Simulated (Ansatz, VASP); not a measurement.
**Two plane-wave programs on SiC3**

```
Si C
1.0
     2.83765    0.00000    0.00000
    -1.41883    2.45748    0.00000
     0.00000    0.00000    9.15540
Si C
1 3
Direct
  0.66667 0.33333 0.50000
  0.33333 0.66667 0.00000
  0.33333 0.66667 0.50000
  0.66667 0.33333 0.00000
```

Alike in both runs: functional PBE; k mesh 18 × 18 × 6; occupations gaussian, width 0.1 eV; no spin polarisation.

Ansatz relaxed the structure, and its values are those at the end. VASP's run is a single point on that final structure, the one shown.

|  | VASP | Ansatz |
| --- | --- | --- |
| version | VASP 6.6.1 | Ansatz 0.2.0 |
| potentials or method | VASP PAW PBE potentials, release 64 (Si, C), cutoff 520 eV | scalar-relativistic, plane waves, PAW |
| valence electrons in the cell | 16 | 16 |

|  | VASP | Ansatz | Ansatz less VASP |
| --- | --- | --- | --- |
| gap on the k mesh at the Fermi level (eV) | none | none | - |
| pressure (GPa) | 0.0 | 0.0 | +0.03 |

A gap of «none» marks a metal or a gap that the smearing closes. The functional is the same, so the differences come from potentials, cutoffs and numerics.
